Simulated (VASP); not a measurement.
B: single point with PBEsol

Crystal: B.

```
B
1.0
     0.00000    1.64224    1.64224
     1.64224    0.00000    1.64224
     1.64224    1.64224    0.00000
B
2
Direct
  0.87500 0.87500 0.87500
  0.12500 0.12500 0.12500
```

```yaml
Program: VASP 6.6.1
Task: single point
Functional: PBEsol
Potentials_or_basis: VASP PAW PBE potentials, release 64 (B)
Cutoff: 500 eV
k_mesh: 19 × 19 × 19
Occupations: fermi-dirac, width 0.08 eV
Spin: no spin polarisation
Dipole_correction: no
Further_INCAR_settings: ALGO = Normal; EDIFF = 1e-06; NBANDS = 10
```

```json
{"Pressure": "322.3 GPa", "Band gap on the k mesh": "zero (band 3 reaches 16.55 eV, above the bottom of band 4 at 4.70 eV)"}
```

Levels at points of the mesh, in eV from the Fermi level:
```
           k point  band 1  band 2  band 3  band 4  band 5  band 6
(0.00, 0.00, 0.00)  -18.26    6.75    6.75    6.75   12.03   12.03
```

Run time: 15 s on 1 thread of Intel Xeon 6975P-C, on a shared host, peak memory 0.12 GiB.

Caveat: the PAW data sets were made with another functional, which shifts forces and pressure a little.
